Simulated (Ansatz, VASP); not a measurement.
## Two plane-wave programs on Si3Ge

```
Si Ge
1.0
     3.91238    0.00000    0.00000
     0.00000    3.91238    0.00000
     0.00000    0.00000    5.53206
Si Ge
3 1
Direct
  0.00000 0.50000 0.74413
  0.50000 0.00000 0.25587
  0.50000 0.50000 0.50000
  0.00000 0.00000 0.00000
```

Alike in both runs: functional PBE; k mesh 10 × 10 × 6; occupations gaussian, width 0.02 eV; no spin polarisation.

Ansatz relaxed the structure, and its values are those at the end. VASP's run is a single point on that final structure, the one shown.

```csv
,VASP,Ansatz
version,VASP 6.6.1,Ansatz 0.2.0
potentials or method,"VASP PAW PBE potentials, release 64 (Si, Ge_d), cutoff 500 eV","scalar-relativistic, plane waves, PAW"
valence electrons in the cell,26,26
```

Ansatz gave:

* gap on the k mesh at the Fermi level (eV): 0.38
* least direct gap on the mesh (eV): 0.68
* pressure (GPa): 0.0

Task: What did VASP give for the same quantities?

Result: gap on the k mesh at the Fermi level (eV): 0.38; least direct gap on the mesh (eV): 0.68; pressure (GPa): -0.1.

With one functional, cell and mesh, what is left measures potentials, basis and numerics.
